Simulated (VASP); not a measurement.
Set up this calculation in VASP 6.6.1, as the native input.

* Task: single point
* Functional: LDA
* Potentials or basis: VASP PAW LDA potentials, release 64 (Si, W_sv)
* Cutoff: 520 eV
* k mesh: 9 × 9 × 6
* Occupations: gaussian, width 0.01 eV
* Spin: no spin polarisation
* Dipole correction: no
* Further INCAR settings: ALGO = Normal; EDIFF = 1e-07; NBANDS = 43

The structure of Si2W lies in POSCAR:

```
Si2W
1.0
    4.5515367784      0.0000000000      0.0000000000
   -2.2757683892      3.9417464763      0.0000000000
    0.0000000000      0.0000000000      6.5670079528
Si W
6 3
Direct
    0.8361210222      0.6722420443      0.5000000000
    0.1638789778      0.8361210222      0.8333333333
    0.6722420443      0.8361210222      0.1666666667
    0.1638789778      0.3277579557      0.5000000000
    0.8361210222      0.1638789778      0.8333333333
    0.3277579557      0.1638789778      0.1666666667
    0.0000000000      0.5000000000      0.1666666667
    0.5000000000      0.5000000000      0.8333333333
    0.5000000000      0.0000000000      0.5000000000
```

The input as run:

INCAR

```
PREC = Accurate ; ENCUT = 520
EDIFF = 1E-7 ; ISMEAR = 0
SIGMA = 0.01 ; LREAL = False
LASPH = True ; NELM = 60
ALGO = Normal ; ISIF = 2
LWAVE = False ; LCHARG = True
LELF = True ; LVHAR = True
NBANDS = 43
```

KPOINTS

```
Automatic mesh
0
Gamma
  9 9 6
```

Potentials or basis: VASP PAW LDA potentials, release 64 (Si, W_sv).

Run with:

```sh
$ cat potpaw_LDA.64/Si/POTCAR potpaw_LDA.64/W_sv/POTCAR > POTCAR
$ mpirun -np 1 vasp_std > vasp.out
```

It gave:

The pressure is 0.7 GPa. The largest force is 0.008 eV/Å and the band gap on the k mesh is 0.12 eV (least direct gap 0.68 eV).

Caveat: spin-orbit coupling is left out, which moves the levels of the heavy elements.

Run time: 3.1 min on 1 thread of Intel(R) Xeon(R) Platinum 8259CL CPU @ 2.50GHz (Skylake/Cascade Lake), with other jobs on the host, peak memory 0.32 GiB.
